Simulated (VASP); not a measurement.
# Ta (Cmme) in VASP: single point with PBE

Aim: the single point of Ta with PBE.

Everything below comes from runs of VASP 6.6.1. Logs are shortened: lines on timing, memory, paths and dates and some standing lists are left out, and cuts for length are marked.

### 1 The cell of the first run

It takes space group Cmme (No. 67, orthorhombic). The conventional cell has a = 3.319 Å, b = 4.693 Å, c = 9.887 Å, α = 90.00°, β = 90.00°, γ = 90.00°. Within 3.8 Å of Ta (site symmetry mm2) lie 14 Ta at 2.87 to 3.69 Å. Within 3.8 Å of Ta (site symmetry mm2) lie 14 Ta at 2.87 to 3.32 Å.

### 2 Single point, PBE (the distance across one plane changed)

The input, INCAR:

```
ALGO     = Normal         # electronic algorithm
EDIFF    = 1E-6           # SCF threshold, eV
ENCUT    = 500            # plane-wave cutoff, eV
GGA      = PE             # functional
GGA_COMPAT= False        
ISIF     = 2              # what is computed and relaxed
ISMEAR   = 0              # smearing method
LASPH    = True           # aspherical terms in the spheres
LCHARG   = True           # write CHGCAR
LELF     = True           # ELF
LREAL    = False          # projectors in reciprocal space
LVHAR    = True         
LWAVE    = False          # write WAVECAR
NBANDS   = 30             # bands
NELM     = 120            # most SCF steps
PREC     = Accurate       # precision mode
SIGMA    = 0.15           # smearing width, eV
```

The input, KPOINTS:

```
k-points
0
Gamma
  22 22 7
```

The input, POSCAR:

```
Ta
1.0
   -1.6593948201      1.6593948201     -1.6593948201
   -1.6593948201     -1.6593948201      1.6593948201
    0.0000000000      6.9911326709      6.9911326709
Ta
4
Direct
    0.0000000000      0.0000000000      0.8307497717
    0.5000000000      0.5000000000      0.1186785388
    0.0000000000      0.0000000000      0.3560356164
    0.5000000000      0.5000000000      0.5933926941
```

Potentials or basis: VASP PAW PBE potentials, release 64 (Ta_pv).

Run with:

```
> cat potpaw_PBE.64/Ta_pv/POTCAR > POTCAR
> mpirun -np 1 vasp_std > vasp.out
```

OUTCAR:

```text
EDIFF = 1E-6
   ENCUT = 500
   GGA = PE
   ISIF = 2
   ISMEAR = 0
   LASPH = True
   LREAL = False
   NELM = 120
   PREC = Accurate

 ion  position               nearest neighbor table
   1  0.000  0.000  0.831-   4 2.87   4 2.87   2 3.30   2 3.30   4 3.32   4 3.32
   2  0.500  0.500  0.119-   3 2.87   3 2.87   1 3.30   1 3.30   3 3.32   3 3.32
   3  0.000  0.000  0.356-   2 2.87   2 2.87   4 2.87   4 2.87   2 3.32   2 3.32   4 3.32   4 3.32

   4  0.500  0.500  0.593-   1 2.87   1 2.87   3 2.87   3 2.87   1 3.32   1 3.32   3 3.32   3 3.32

  LATTYP: Found a base centered orthorhombic cell.
 ALAT       =     3.3187896402
 B/A-ratio  =     1.4142135624
 C/A-ratio  =     2.9790844589

  Lattice vectors:

 A1 = (  -1.6593948201,   1.6593948201,  -1.6593948201)
 A2 = (  -1.6593948201,  -1.6593948201,   1.6593948201)
 A3 = (   0.0000000000,   6.9911326709,   6.9911326709)

Analysis of symmetry for initial positions (statically):
=====================================================================
 Subroutine PRICEL returns:
 Original cell was already a primitive cell.

 Routine SETGRP: Setting up the symmetry group for a
 base centered orthorhombic supercell.

 Subroutine GETGRP returns: Found  8 space group operations
 (whereof  4 operations were pure point group operations)
 out of a pool of  8 trial point group operations.

The static configuration has the point symmetry C_2v.
 The point group associated with its full space group is D_2h.

Analysis of symmetry for dynamics (positions and initial velocities):
=====================================================================
 Subroutine PRICEL returns:
 Original cell was already a primitive cell.

 Routine SETGRP: Setting up the symmetry group for a
 base centered orthorhombic supercell.

 Subroutine GETGRP returns: Found  8 space group operations
 (whereof  4 operations were pure point group operations)
 out of a pool of  8 trial point group operations.

The dynamic configuration has the point symmetry C_2v.
 The point group associated with its full space group is D_2h.

 Subroutine INISYM returns: Found  8 space group operations
 (whereof  4 operations are pure point group operations),
 and found     1 'primitive' translations

----------------------------------------------------------------------------------------

                                     Primitive cell

  volume of cell :      77.0029

  direct lattice vectors                    reciprocal lattice vectors
    -1.659394820  1.659394820 -1.659394820    -0.301314668  0.150657334 -0.150657334
    -1.659394820 -1.659394820  1.659394820    -0.301314668 -0.150657334  0.150657334
     0.000000000  6.991132671  6.991132671     0.000000000  0.071519169  0.071519169

  length of vectors
     2.874156138  2.874156138  9.886954640     0.369033595  0.369033595  0.101143379

  position of ions in fractional coordinates (direct lattice)
     0.000000000  0.000000000  0.830749772
     0.500000000  0.500000000  0.118678539
     0.000000000  0.000000000  0.356035616
     0.500000000  0.500000000  0.593392694

  ion indices of the primitive-cell ions
   primitive index   ion index
                 1           1
                 2           2
                 3           3
                 4           4

----------------------------------------------------------------------------------------

 KPOINTS: k-points

Automatic generation of k-mesh.
 Grid dimensions read from file:
 generate k-points for:   22   22    7

 Generating k-lattice:

  Cartesian coordinates                     Fractional coordinates (reciprocal lattice)
    -0.013696121  0.006848061 -0.006848061     0.045454545  0.000000000  0.000000000
    -0.013696121 -0.006848061  0.006848061     0.000000000  0.045454545  0.000000000
     0.000000000  0.010217024  0.010217024     0.000000000  0.000000000  0.142857143

  Length of vectors
     0.016774254  0.016774254  0.014449054

  Shift w.r.t. Gamma in fractional coordinates (k-lattice)
     0.000000000  0.000000000  0.000000000

 Subroutine IBZKPT returns following result:
 ===========================================

 Found    532 irreducible k-points:

 Following reciprocal coordinates:
            Coordinates               Weight
  0.000000  0.000000  0.000000      1.000000
  0.045455  0.000000  0.000000      4.000000
  0.090909  0.000000  0.000000      4.000000
  0.136364  0.000000  0.000000      4.000000
  0.181818  0.000000  0.000000      4.000000
  0.227273  0.000000  0.000000      4.000000
[... 16 lines left out ...]
  0.500000  0.045455  0.000000      4.000000
 -0.454545  0.045455  0.000000      4.000000
 [... further k-points ...]
   k-points           NKPTS =    532   k-points in BZ     NKDIM =    532   number of bands    NBANDS=     30
   number of dos      NEDOS =    301   number of ions     NIONS =      4
   total plane-waves  NPLWV =  41472
   dimension x,y,z NGX =    24 NGY =   24 NGZ =   72
   dimension x,y,z NGXF=    48 NGYF=   48 NGZF=  144
   ions per type =               4
   NGX,Y,Z   is equivalent  to a cutoff of  13.88, 13.88, 12.11 a.u.
   NGXF,Y,Z  is equivalent  to a cutoff of  27.76, 27.76, 24.21 a.u.
 SYSTEM =  unknown system
   PREC   = accura    normal or accurate (medium, high low for compatibility)
   ISTART =      0    job   : 0-new  1-cont  2-samecut
   ICHARG =      2    charge: 1-file 2-atom 10-const
   ISPIN  =      1    spin polarized calculation?
   LNONCOLLINEAR =      F non collinear calculations
   LSORBIT =      F    spin-orbit coupling
   LASPH  =      T    aspherical Exc in radial PAW
   ENCUT  =  500.0 eV  36.75 Ry    6.06 a.u.   5.24  5.24 18.03*2*pi/ulx,y,z
   NELM   =    120;   NELMIN=  2; NELMDL= -5     # of ELM steps
   EDIFF  = 0.1E-05   stopping-criterion for ELM
   LREAL  =      F    real-space projection
   EDIFFG = 0.1E-04   stopping-criterion for IOM
   NSW    =      0    number of steps for IOM
   IBRION =     -1    ionic relax: 0-MD 1-quasi-New 2-CG
   NFREE  =      0    steps in history (QN), initial steepest desc. (CG)
   ISIF   =      2    stress and relaxation
   ISYM   =      2    0-nonsym 1-usesym 2-fastsym
   POTIM  = 0.5000    time-step for ionic-motion
   TEBEG  =    0.0;   TEEND  =   0.0 temperature during run
   PSTRESS=    0.0 pullay stress
   NELECT =      44.0000    total number of electrons
   NUPDOWN=      -1.0000    fix difference up-down
   EMIN   =  10.00;   EMAX   =-10.00  energy-range for DOS
   EFERMI =   0.00;   METHOD = LEGACY
   ISMEAR =     0;   SIGMA  =   0.15  broadening in eV -4-tet -1-fermi 0-gaus
   EFERMI_NEDOS =   21; number of points for ismear=-14 and -15
   IALGO  =     38    algorithm
   IMIX   =      4    mixing-type and parameters
     AMIX     =   0.40;   BMIX     =  1.00
     AMIX_MAG =   1.60;   BMIX_MAG =  1.00
  volume/ion in A,a.u.               =      19.25       129.91
  Fermi-wavevector in a.u.,A,eV,Ry     =   1.358491  2.567176 25.109517  1.845497
  Thomas-Fermi vector in A             =   2.485320
   LORBIT       =      0    0 simple, 1 ext, 2 COOP (PROOUT), +10 PAW based schemes
   GGA     = PE    functional components
   LHFCALC =     F    Hartree Fock is set to
   AEXX    =    0.0000 exact exchange contribution
   IVDW    =     0    specifies the selected vdW correction
   LEPSILON=     F    determine dielectric tensor
   LRPA    =     F    only Hartree local field effects (RPA)
 non-spin polarized calculation
 Gauss-broadening in eV      SIGMA  =   0.15
  energy-cutoff  :      500.00
  volume of cell :       77.00
 maximum number of plane-waves:      1972
 NGX is ok and might be reduce to    24
   NGX = 11   NGY = 11   NGZ = 37

 number of electron      43.9999995 magnetization

 Free energy of the ion-electron system (eV)
  ---------------------------------------------------
  ext. energy  EPLUGINS =         0.00000000
  ---------------------------------------------------
  free energy    TOTEN  =       -46.88407815 eV

  energy without entropy =      -46.82008240  energy(sigma->0) =      -46.85208028

 E-fermi :   5.0013     XC(G=0): -12.2571

 val. band max:        5.0011577976   @ k =   0.1364  -0.0000   0.2857
 cond. band min:       5.0013156493   @ k =  -0.3636   0.0455   0.0000
 fundamental gap:      0.0001578517
 Fermi energy:         5.0012973787

 k-point     1 :       0.0000    0.0000    0.0000
  band No.  band energies     occupation
      1     -29.3228      2.00000
      2     -29.0564      2.00000
      3     -28.7762      2.00000
      4     -28.6368      2.00000
      5     -28.5922      2.00000
      6     -28.3869      2.00000
[... 22 lines left out ...]
     29       8.6821      0.00000
     30       8.6856      0.00000

 k-point     2 :       0.0455    0.0000    0.0000
  band No.  band energies     occupation
      1     -29.3169      2.00000
      2     -29.0562      2.00000
      3     -28.7837      2.00000
      4     -28.6450      2.00000
      5     -28.5933      2.00000
      6     -28.3996      2.00000
[... 22 lines left out ...]
     29       8.6443      0.00000
     30       8.6719      0.00000

 k-point     3 :       0.0909    0.0000    0.0000
  band No.  band energies     occupation
      1     -29.2994      2.00000
      2     -29.0560      2.00000
      3     -28.8068      2.00000
      4     -28.6719      2.00000
      5     -28.5997      2.00000
      6     -28.4355      2.00000
[... 22 lines left out ...]
     29       8.5057      0.00000
     30       8.6789      0.00000

 k-point     4 :       0.1364    0.0000    0.0000
  band No.  band energies     occupation
      1     -29.2712      2.00000
      2     -29.0577      2.00000
      3     -28.8470      2.00000
      4     -28.7220      2.00000
      5     -28.6199      2.00000
      6     -28.4845      2.00000
[... 22 lines left out ...]
     29       8.3561      0.00000
     30       8.6265      0.00000

 k-point     5 :       0.1818    0.0000    0.0000
  band No.  band energies     occupation
      1     -29.2340      2.00000
      2     -29.0645      2.00000
      3     -28.9060      2.00000
      4     -28.7964      2.00000
      5     -28.6632      2.00000
      6     -28.5445      2.00000
[... 22 lines left out ...]
     29       8.5306      0.00000
     30       8.5552      0.00000
[... 526 lines left out ...]
     29       9.4597      0.00000
     30       9.6101      0.00000

 k-point    22 :       0.4545    0.0455    0.0000
  band No.  band energies     occupation
      1     -29.3487      2.00000
      2     -29.3484      2.00000
      3     -29.1873      2.00000
      4     -29.1792      2.00000
      5     -28.8422      2.00000
      6     -28.8236      2.00000
[... 22 lines left out ...]
     29       9.5787      0.00000
     30       9.6048      0.00000

 k-point    23 :       0.5000    0.0455    0.0000
  band No.  band energies     occupation
      1     -29.3580      2.00000
      2     -29.3561      2.00000
      3     -29.1968      2.00000
      4     -29.1859      2.00000
      5     -28.8592      2.00000
      6     -28.8131      2.00000
[... 22 lines left out ...]
     29       9.5706      0.00000
     30       9.7099      0.00000

 k-point    24 :      -0.4545    0.0455    0.0000
  band No.  band energies     occupation
      1     -29.3398      2.00000
      2     -29.3360      2.00000
      3     -29.1898      2.00000
      4     -29.1608      2.00000
      5     -28.9002      2.00000
      6     -28.7928      2.00000
[... 22 lines left out ...]
     29       9.3231      0.00000
     30       9.5465      0.00000

 [... further k-points ...]

------------------------ aborting loop because EDIFF is reached ----------------------------------------

  FORCE on cell =-STRESS in cart. coord.  units (eV):
  Direction    XX          YY          ZZ          XY          YZ          ZX
  --------------------------------------------------------------------------------------
  -------------------------------------------------------------------------------------
  Total       -2.1184070     -3.3889003     -3.3889003     -0.0000000     -1.4272856      0.0000000
  in kB      -44.0770983    -70.5118936    -70.5118936     -0.0000000    -29.6971291      0.0000000
  external PRESSURE =     -61.7002951 kB  Pullay stress =       0.0000000 kB

 VOLUME and BASIS-vectors are now :
 -----------------------------------------------------------------------------
  energy-cutoff  :      500.00
  volume of cell :       77.00
      direct lattice vectors                 reciprocal lattice vectors
    -1.659394820  1.659394820 -1.659394820    -0.301314668  0.150657334 -0.150657334
    -1.659394820 -1.659394820  1.659394820    -0.301314668 -0.150657334  0.150657334
     0.000000000  6.991132671  6.991132671     0.000000000  0.071519169  0.071519169

 POSITION                                       TOTAL-FORCE (eV/Angst)
 -----------------------------------------------------------------------------------
      0.00000      5.80788      5.80788        -0.000000      0.798021      0.798021
     -1.65939      0.82970      0.82970         0.000000     -0.798021     -0.798021
      0.00000      2.48909      2.48909         0.000000     -0.072405     -0.072405
     -1.65939      4.14849      4.14849         0.000000      0.072405      0.072405
 -----------------------------------------------------------------------------------
    total drift:                                0.000000      0.000009      0.000009

  FREE ENERGIE OF THE ION-ELECTRON SYSTEM (eV)
  ---------------------------------------------------
  free  energy   TOTEN  =       -46.8840781506 eV

  energy  without entropy=      -46.8200824023  energy(sigma->0) =      -46.85208028
```

Wall time 20 min (1 thread of Intel Xeon Platinum 8259CL at 2.50GHz (Skylake/Cascade Lake), shared host); peak memory 0.83 GiB.

Results:

```yaml
Free_energy: -46.8841 eV
Pressure: -6.2 GPa
Largest_force: 1.129 eV/Å
Band_gap_on_the_k_mesh: zero (bands 22 and 23 overlap by 1.95 eV)
```

Forces on the atoms (eV/Å):
```
Ta   0.000  0.798  0.798
Ta   0.000 -0.798 -0.798
Ta   0.000 -0.072 -0.072
Ta   0.000  0.072  0.072
```

Caveat: the cell differs from its parent crystal (the distance across one plane changed); the cell stands under tension; spin-orbit coupling is left out, which moves the levels of the heavy elements; forces of over 1 eV/Å act on the atoms, so gaps and moduli don't describe the material at rest.
